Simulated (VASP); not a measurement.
Input of a VASP 6.6.1 run:

The input POSCAR:

```
InSb
1.0
    0.0000000000      3.2599290567      3.2599290567
    3.2599290567      0.0000000000      3.2599290567
    3.2599290567      3.2599290567      0.0000000000
In Sb
1 1
Direct
    0.0000000000      0.0000000000      0.0000000000
    0.2500000000      0.2500000000      0.2500000000
```

INCAR.step1

```
SYSTEM = InSb
PREC = Accurate
ENCUT = 520
EDIFF = 1E-5
ISMEAR = 0
SIGMA = 0.1
LREAL = .False.
LASPH = .True.
NELM = 60
ALGO = Normal
ISIF = 2
LWAVE = .True.
NBANDS = 16
GGA = PE
```

File INCAR.step2:

```
SYSTEM = InSb
PREC = Accurate
ENCUT = 520
EDIFF = 1E-6
ISMEAR = 0
SIGMA = 0.1
LREAL = .False.
LASPH = .True.
NELM = 60
ALGO = Normal
ISIF = 2
LWAVE = .False.
LCHARG = .True.
GGA = PE
LHFCALC = .True.
AEXX = 1.0
ALDAC = 0.0
AGGAC = 0.0
PRECFOCK = Normal
LELF = .True.
LVHAR = .True.
NBANDS = 16
ISTART = 1
```

The input KPOINTS:

```
regular mesh
0
Gamma
  4 4 4
  0 0 0
```

Potentials or basis: VASP PAW PBE potentials, release 64 (In_d, Sb).

Launch:

```console
$ cat potpaw_PBE.64/In_d/POTCAR potpaw_PBE.64/Sb/POTCAR > POTCAR
$ cp INCAR.step1 INCAR
$ mpirun -np 1 vasp_std > vasp.out
$ cp INCAR.step2 INCAR
$ mpirun -np 1 vasp_std > vasp.out
```

Estimate the pressure.

-17.7 GPa.

What does it give for the band gap on the k mesh?

10.16 eV (least direct gap 11.64 eV).

Caveat: the cell stands under tension; the PAW data sets were made with another functional, which shifts forces and pressure a little; spin-orbit coupling is left out, which moves the levels of the heavy elements. A k mesh can miss the band edges.
